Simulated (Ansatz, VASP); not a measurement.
**One calculation of Mg, two programs**

The input INCAR:

```
SYSTEM = Mg
PREC     = Accurate       ! precision mode
ENCUT    = 520            ! plane-wave cutoff, eV
EDIFF    = 1E-7           ! SCF threshold, eV
ISMEAR   = 0              ! smearing method
SIGMA    = 0.15           ! smearing width, eV
LREAL    = .FALSE.        ! projectors in reciprocal space
LASPH    = .TRUE.         ! aspherical terms in the spheres
NELM     = 80             ! most SCF steps
ALGO     = Fast           ! electronic algorithm
ISIF     = 2              ! what is computed and relaxed
LWAVE    = .FALSE.        ! write WAVECAR
LCHARG   = .FALSE.        ! write CHGCAR
GGA      = CA             ! functional
NBANDS   = 7              ! bands
```

KPOINTS

```
Automatic mesh
0
G
  18 18 16
  0 0 0
```

Contents of POSCAR:

```
Mg
1.0
    3.1418087945      0.0000000000      0.0000000000
   -1.5709043973      2.7208862299      0.0000000000
    0.0000000000      0.0000000000      3.0448375700
Mg
1
Direct
    0.0000000000      0.0000000000      0.0000000000
```

Input for Ansatz:

```yaml
crystal:
  lattice:
    - [3.1418087945, 0.0, 0.0]
    - [-1.5709043973, 2.7208862299, 0.0]
    - [0.0, 0.0, 3.04483757]
  atoms:
    - { symbol: Mg, position: [0.0, 0.0, 0.0] }
basis:
  ecutwfc: 420
kpoints:
  mp_grid: { grid: [18, 18, 16] }
hamiltonian:
  xc: lda
scf:
  occupations: { method: gaussian, width: 0.15 }
output:
  forces: true
  stress: true
  eigenvalues: true
```

Change from the starting cell: strain +0.030 along x and y, +0.000 along z, atoms carried along.

Alike in both runs: task single point; functional LDA; k mesh 18 × 18 × 16; occupations gaussian, width 0.15 eV; no spin polarisation.

```csv
,VASP,Ansatz
version,VASP 6.6.1,Ansatz 0.2.0
potentials or method,"VASP PAW LDA potentials, release 64 (Mg), cutoff 520 eV","scalar-relativistic, plane waves, PAW"
valence electrons in the cell,2,10
```

VASP gave:

```
gap on the k mesh at the Fermi level (eV)                     : none
pressure (GPa)                                                : -2.3
traceless stress, the component that is largest in VASP (GPa) : 1.32
```

Q: Estimate Ansatz's values.

A: gap on the k mesh at the Fermi level (eV): none; pressure (GPa): -2.1; traceless stress, the component that is largest in VASP (GPa): 1.30.

LDA's correlation is that of Perdew and Zunger in VASP and of Perdew and Wang (1992) in Ansatz. A gap of «none» marks a metal or a gap that the smearing closes. VASP's potentials hold 2 valence electrons a cell and Ansatz's 10, so a difference there can come from the potentials and not from the codes.
